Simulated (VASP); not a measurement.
# BaTiHO3 (a cell with a defect) in VASP: further runs

The runs below take BaTiHO3 (a cell with a defect) through single point, with PBE.

All numbers are computed with VASP 6.6.1; they aren't measurements. Logs are shortened: lines on timing, memory, paths and dates and some standing lists are left out, and cuts for length are marked.

## 1. The cell of the first run

The cell holds a defect, 6 atoms: a = 4.000 Å, b = 4.000 Å, c = 4.018 Å, α = 90.00°, β = 90.00°, γ = 90.00°.

## 2. Single point, PBE

File INCAR:

```
SYSTEM = BaTiHO3
ALGO     = Normal         ! electronic algorithm
EDIFF    = 1E-6           ! SCF threshold, eV
ENCUT    = 520            ! plane-wave cutoff, eV
GGA      = PE             ! functional
GGA_COMPAT= .False.      
ISIF     = 2              ! what is computed and relaxed
ISMEAR   = -1             ! smearing method
LASPH    = .True.         ! aspherical terms in the spheres
LCHARG   = .False.        ! write CHGCAR
LREAL    = .False.        ! projectors in reciprocal space
LWAVE    = .False.        ! write WAVECAR
NBANDS   = 30             ! bands
NELM     = 120            ! most SCF steps
PREC     = Accurate       ! precision mode
SIGMA    = 0.1            ! smearing width, eV
```

File KPOINTS:

```
k-points
0
Gamma
  4 4 4
  0 0 0
```

File POSCAR:

```
BaTiHO3
1.0
    3.9998000000      0.0000000000      0.0000000000
    0.0000000000      3.9998000000      0.0000000000
    0.0000000000      0.0000000000      4.0180000000
Ba Ti O H
1 1 3 1
Direct
    0.0000000000      0.0000000000      0.0000000000
    0.5000000000      0.5000000000      0.4900000000
    0.5000000000      0.5000000000      0.0190000000
    0.5000000000      0.0000000000      0.5170000000
    0.0000000000      0.5000000000      0.5170000000
   -0.0746894845     -0.2631069053      0.5019041812
```

Potentials or basis: VASP PAW PBE potentials, release 64 (Ba_sv, Ti_sv, O, H).

The run is started by

```console
$ cat potpaw_PBE.64/Ba_sv/POTCAR potpaw_PBE.64/Ti_sv/POTCAR potpaw_PBE.64/O/POTCAR potpaw_PBE.64/H/POTCAR > POTCAR
$ mpirun -np 1 vasp_std > vasp.out
```

OUTCAR:

```text
SYSTEM = BaTiHO3
   EDIFF = 1E-6
   ENCUT = 520
   GGA = PE
   ISIF = 2
   ISMEAR = -1
   LASPH = .True.
   LREAL = .False.
   NELM = 120
   PREC = Accurate

 ion  position               nearest neighbor table
   1  0.000  0.000  0.000-   6 2.28   6 2.29   5 2.79   4 2.79   5 2.79   4 2.79   3 2.83   3 2.83
                             3 2.83   3 2.83   4 2.88   5 2.88   5 2.88   4 2.88   2 3.45   2 3.45
   2  0.500  0.500  0.490-   3 1.89   4 2.00   5 2.00   4 2.00   5 2.00   3 2.13   1 3.45   1 3.45
                             1 3.45   1 3.45   1 3.49   1 3.49   1 3.49   1 3.49
   3  0.500  0.500  0.019-   2 1.89   2 2.13   1 2.83   1 2.83   1 2.83   1 2.83
   4  0.500  0.000  0.517-   2 2.00   2 2.00   1 2.79   1 2.79   1 2.88   1 2.88
   5  0.000  0.500  0.517-   6 1.00   2 2.00   2 2.00   1 2.79   1 2.79   1 2.88   1 2.88
   6  0.925  0.737  0.502-   5 1.00   1 2.28   1 2.29

  LATTYP: Found a simple tetragonal cell.
 ALAT       =     3.9998000000
 C/A-ratio  =     1.0045502275

  Lattice vectors:

 A1 = (   3.9998000000,   0.0000000000,   0.0000000000)
 A2 = (   0.0000000000,   3.9998000000,   0.0000000000)
 A3 = (   0.0000000000,   0.0000000000,   4.0180000000)

Analysis of symmetry for initial positions (statically):
=====================================================================
 Subroutine PRICEL returns:
 Original cell was already a primitive cell.

 Routine SETGRP: Setting up the symmetry group for a
 simple tetragonal supercell.

 Subroutine GETGRP returns: Found  1 space group operations
 (whereof  1 operations were pure point group operations)
 out of a pool of 16 trial point group operations.

The static configuration has the point symmetry C_1 .

Analysis of symmetry for dynamics (positions and initial velocities):
=====================================================================
 Subroutine PRICEL returns:
 Original cell was already a primitive cell.

 Routine SETGRP: Setting up the symmetry group for a
 simple tetragonal supercell.

 Subroutine GETGRP returns: Found  1 space group operations
 (whereof  1 operations were pure point group operations)
 out of a pool of 16 trial point group operations.

The dynamic configuration has the point symmetry C_1 .

 Subroutine INISYM returns: Found  1 space group operations
 (whereof  1 operations are pure point group operations),
 and found     1 'primitive' translations

----------------------------------------------------------------------------------------

                                     Primitive cell

  volume of cell :      64.2816

  direct lattice vectors                    reciprocal lattice vectors
     3.999800000  0.000000000  0.000000000     0.250012501  0.000000000  0.000000000
     0.000000000  3.999800000  0.000000000     0.000000000  0.250012501  0.000000000
     0.000000000  0.000000000  4.018000000     0.000000000  0.000000000  0.248880040

  length of vectors
     3.999800000  3.999800000  4.018000000     0.250012501  0.250012501  0.248880040

  position of ions in fractional coordinates (direct lattice)
     0.000000000  0.000000000  0.000000000
     0.500000000  0.500000000  0.490000000
     0.500000000  0.500000000  0.019000000
     0.500000000  0.000000000  0.517000000
     0.000000000  0.500000000  0.517000000
     0.925310516  0.736893095  0.501904181

  ion indices of the primitive-cell ions
   primitive index   ion index
                 1           1
                 2           2
                 3           3
                 4           4
                 5           5
                 6           6

----------------------------------------------------------------------------------------

 KPOINTS: k-points

Automatic generation of k-mesh.
 Grid dimensions read from file:
 generate k-points for:    4    4    4

 Generating k-lattice:

  Cartesian coordinates                     Fractional coordinates (reciprocal lattice)
     0.062503125  0.000000000  0.000000000     0.250000000  0.000000000  0.000000000
     0.000000000  0.062503125  0.000000000     0.000000000  0.250000000  0.000000000
     0.000000000  0.000000000  0.062220010     0.000000000  0.000000000  0.250000000

  Length of vectors
     0.062503125  0.062503125  0.062220010

  Shift w.r.t. Gamma in fractional coordinates (k-lattice)
     0.000000000  0.000000000  0.000000000

 Subroutine IBZKPT returns following result:
 ===========================================

 Found     36 irreducible k-points:

 Following reciprocal coordinates:
            Coordinates               Weight
  0.000000  0.000000  0.000000      1.000000
  0.250000  0.000000  0.000000      2.000000
  0.000000  0.250000  0.000000      2.000000
  0.500000  0.000000  0.000000      1.000000
  0.000000  0.500000  0.000000      1.000000
  0.250000  0.250000  0.000000      2.000000
[... 16 lines left out ...]
 -0.250000  0.500000  0.250000      2.000000
  0.500000 -0.250000  0.250000      2.000000
 [... further k-points ...]
   k-points           NKPTS =     36   k-points in BZ     NKDIM =     36   number of bands    NBANDS=     30
   number of dos      NEDOS =    301   number of ions     NIONS =      6
   total plane-waves  NPLWV =  27000
   dimension x,y,z NGX =    30 NGY =   30 NGZ =   30
   dimension x,y,z NGXF=    60 NGYF=   60 NGZF=   60
   ions per type =               1   1   3   1
   NGX,Y,Z   is equivalent  to a cutoff of  12.47, 12.47, 12.41 a.u.
   NGXF,Y,Z  is equivalent  to a cutoff of  24.94, 24.94, 24.83 a.u.
 SYSTEM =  BaTiHO3
   PREC   = accura    normal or accurate (medium, high low for compatibility)
   ISTART =      0    job   : 0-new  1-cont  2-samecut
   ICHARG =      2    charge: 1-file 2-atom 10-const
   ISPIN  =      1    spin polarized calculation?
   LNONCOLLINEAR =      F non collinear calculations
   LSORBIT =      F    spin-orbit coupling
   LASPH  =      T    aspherical Exc in radial PAW
   ENCUT  =  520.0 eV  38.22 Ry    6.18 a.u.   7.44  7.44  7.47*2*pi/ulx,y,z
   NELM   =    120;   NELMIN=  2; NELMDL= -5     # of ELM steps
   EDIFF  = 0.1E-05   stopping-criterion for ELM
   LREAL  =      F    real-space projection
   EDIFFG = 0.1E-04   stopping-criterion for IOM
   NSW    =      0    number of steps for IOM
   IBRION =     -1    ionic relax: 0-MD 1-quasi-New 2-CG
   NFREE  =      0    steps in history (QN), initial steepest desc. (CG)
   ISIF   =      2    stress and relaxation
   ISYM   =      2    0-nonsym 1-usesym 2-fastsym
   POTIM  = 0.5000    time-step for ionic-motion
   TEBEG  =    0.0;   TEEND  =   0.0 temperature during run
   PSTRESS=    0.0 pullay stress
   NELECT =      41.0000    total number of electrons
   NUPDOWN=      -1.0000    fix difference up-down
   EMIN   =  10.00;   EMAX   =-10.00  energy-range for DOS
   EFERMI =   0.00;   METHOD = LEGACY
   ISMEAR =    -1;   SIGMA  =   0.10  broadening in eV -4-tet -1-fermi 0-gaus
   EFERMI_NEDOS =   21; number of points for ismear=-14 and -15
   IALGO  =     38    algorithm
   IMIX   =      4    mixing-type and parameters
     AMIX     =   0.40;   BMIX     =  1.00
     AMIX_MAG =   1.60;   BMIX_MAG =  1.00
  volume/ion in A,a.u.               =      10.71        72.30
  Fermi-wavevector in a.u.,A,eV,Ry     =   1.409204  2.663010 27.019221  1.985857
  Thomas-Fermi vector in A             =   2.531284
   LORBIT       =      0    0 simple, 1 ext, 2 COOP (PROOUT), +10 PAW based schemes
   GGA     = PE    functional components
   LHFCALC =     F    Hartree Fock is set to
   AEXX    =    0.0000 exact exchange contribution
   IVDW    =     0    specifies the selected vdW correction
   LEPSILON=     F    determine dielectric tensor
   LRPA    =     F    only Hartree local field effects (RPA)
 non-spin polarized calculation
  energy-cutoff  :      520.00
  volume of cell :       64.28
 maximum number of plane-waves:      1755
 NGX is ok and might be reduce to    30
   NGX = 15   NGY = 15   NGZ = 15

 number of electron      40.9999978 magnetization

 Free energy of the ion-electron system (eV)
  ---------------------------------------------------
  ext. energy  EPLUGINS =         0.00000000
  ---------------------------------------------------
  free energy    TOTEN  =       -40.95610360 eV

  energy without entropy =      -40.88744588  energy(sigma->0) =      -40.92177474

 E-fermi :   7.7900     XC(G=0): -11.4162

 val. band max:        7.7875580329   @ k =   0.0000   0.2500   0.2500
 cond. band min:       7.7905882481   @ k =   0.2500   0.2500   0.2500
 fundamental gap:      0.0030302152
 Fermi energy:         7.7899907613

 k-point     1 :       0.0000    0.0000    0.0000
  band No.  band energies     occupation
      1     -50.5946      2.00000
      2     -27.0104      2.00000
      3     -26.9905      2.00000
      4     -26.8188      2.00000
      5     -21.0740      2.00000
      6     -15.5991      2.00000
[... 22 lines left out ...]
     29      12.0410      0.00000
     30      12.5676      0.00000

 k-point     2 :       0.2500    0.0000    0.0000
  band No.  band energies     occupation
      1     -50.5937      2.00000
      2     -27.0613      2.00000
      3     -26.9943      2.00000
      4     -26.8170      2.00000
      5     -21.0124      2.00000
      6     -15.3484      2.00000
[... 22 lines left out ...]
     29      12.4858      0.00000
     30      13.1262      0.00000

 k-point     3 :       0.0000    0.2500    0.0000
  band No.  band energies     occupation
      1     -50.5940      2.00000
      2     -27.0098      2.00000
      3     -26.9893      2.00000
      4     -26.8535      2.00000
      5     -21.0007      2.00000
      6     -15.6958      2.00000
[... 682 lines left out ...]
     29      12.7305      0.00000
     30      13.5272      0.00000

 k-point    24 :       0.5000   -0.2500    0.2500
  band No.  band energies     occupation
      1     -50.5918      2.00000
      2     -27.1104      2.00000
      3     -27.0218      2.00000
      4     -26.8472      2.00000
      5     -20.8511      2.00000
      6     -15.2169      2.00000
[... 22 lines left out ...]
     29      12.5725      0.00000
     30      13.1645      0.00000

 [... further k-points ...]

------------------------ aborting loop because EDIFF is reached ----------------------------------------

  FORCE on cell =-STRESS in cart. coord.  units (eV):
  Direction    XX          YY          ZZ          XY          YZ          ZX
  --------------------------------------------------------------------------------------
  -------------------------------------------------------------------------------------
  Total        8.6560413      5.8670253      7.7849236      0.4760275      0.0744729      0.1103201
  in kB      215.7463305    146.2318778    194.0342761     11.8646820      1.8561890      2.7496593
  external PRESSURE =     185.3374948 kB  Pullay stress =       0.0000000 kB

 VOLUME and BASIS-vectors are now :
 -----------------------------------------------------------------------------
  energy-cutoff  :      520.00
  volume of cell :       64.28
      direct lattice vectors                 reciprocal lattice vectors
     3.999800000  0.000000000  0.000000000     0.250012501  0.000000000  0.000000000
     0.000000000  3.999800000  0.000000000     0.000000000  0.250012501  0.000000000
     0.000000000  0.000000000  4.018000000     0.000000000  0.000000000  0.248880040

 POSITION                                       TOTAL-FORCE (eV/Angst)
 -----------------------------------------------------------------------------------
      0.00000      0.00000      0.00000         0.316233      1.031998      0.217929
      1.99990      1.99990      1.96882        -1.024612     -0.833814      0.919354
      1.99990      1.99990      0.07634         0.035127      0.039948     -0.634169
      1.99990      0.00000      2.07731         0.189861     -0.123524     -0.279594
      0.00000      1.99990      2.07731         0.528341     -0.202287     -0.217518
      3.70106      2.94743      2.01665        -0.044949      0.087678     -0.006000
 -----------------------------------------------------------------------------------
    total drift:                                0.000238      0.000494     -0.000151

  FREE ENERGIE OF THE ION-ELECTRON SYSTEM (eV)
  ---------------------------------------------------
  free  energy   TOTEN  =       -40.9561035958 eV

  energy  without entropy=      -40.8874458817  energy(sigma->0) =      -40.92177474
```

It took 64 s on 1 thread of Intel Xeon Platinum 8259CL at 2.50GHz (Skylake/Cascade Lake), shared host; peak memory 0.22 GiB.

Results:

```
Free energy   : -40.9561 eV
Pressure      : 18.5 GPa
Largest force : 1.609 eV/Å
```

Forces on the atoms (eV/Å):
```
Ba   0.316  1.032  0.218
Ti  -1.025 -0.834  0.919
O    0.035  0.040 -0.634
O    0.190 -0.124 -0.280
O    0.528 -0.202 -0.218
H   -0.045  0.088 -0.006
```

Stress tensor (GPa, compression positive):
```
21.57  1.19  0.27
 1.19 14.62  0.19
 0.27  0.19 19.40
```

Caveat: the k points lie up to 0.39 Å⁻¹ apart; spin-orbit coupling is left out, which moves the levels of the heavy elements; an odd number of electrons without spin polarisation forces a metal; a magnetic or distorted state may lie lower; semilocal functionals often make such compounds metallic where correlation or magnetic order opens a gap, which also shifts bond lengths.

(Part 1 of 2 ends here.)
